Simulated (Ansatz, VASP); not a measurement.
**Mg in VASP and in Ansatz**

The input INCAR:

```
  ALGO = Normal
  EDIFF = 1E-6
  ENCUT = 520
  GGA = PE
  ISIF = 2
  ISMEAR = -1
  LASPH = T
  LCHARG = F
  LREAL = F
  LWAVE = F
  NBANDS = 9
  NELM = 80
  PREC = Accurate
  SIGMA = 0.1
```

File KPOINTS:

```
k-points
0
Gamma
  7 7 4
```

Contents of POSCAR:

```
Mg
1.0
    3.1953117277      0.0000000000      0.0000000000
   -1.5976558638      2.7672211292      0.0000000000
    0.0000000000      0.0000000000      5.1879445283
Mg
2
Direct
    0.3333333333      0.6666666667      0.2500000000
    0.6666666667      0.3333333333      0.7500000000
```

Input for Ansatz:

```yaml
crystal:
  lattice:
    - [3.1953117277, 0.0, 0.0]
    - [-1.5976558638, 2.7672211292, 0.0]
    - [0.0, 0.0, 5.1879445283]
  atoms:
    - { symbol: Mg, position: [0.3333333333, 0.6666666667, 0.25] }
    - { symbol: Mg, position: [0.6666666667, 0.3333333333, 0.75] }
hamiltonian:
  xc: pbe
  pseudopotentials:
    kind: paw
    azcp:
      Mg: "pseudopotentials/Mg.paw.azcp"
basis:
  ecutwfc: 420
  fft_grid_basis: typed
kpoints:
  mp_grid: { grid: [7, 7, 4], shift: [0, 0, 0] }
magnetization:
  spin_polarized: false
scf:
  occupations: { method: fermi_dirac, width: 0.1 }
  lower_state_search: "off"
output:
  stress: true
```

Alike in both runs: task single point; functional PBE; k mesh 7 × 7 × 4; occupations fermi-dirac, width 0.1 eV; no spin polarisation.

```csv
,VASP,Ansatz
version,VASP 6.6.1,Ansatz 0.2.0
potentials or method,"VASP PAW PBE potentials, release 64 (Mg), cutoff 520 eV","plane waves (420 eV) with PAW, scalar-relativistic"
valence electrons in the cell,4,20
```

```tsv
	VASP	Ansatz	Ansatz less VASP
pressure (GPa)	0.1	0.2	+0.12
traceless stress, the component that is largest in VASP (GPa)	1.74	1.73	-0.004
```

The functional is the same, so the differences come from potentials, cutoffs and numerics. VASP's potentials hold 4 valence electrons a cell and Ansatz's 20, so a difference there can come from the potentials and not from the codes.
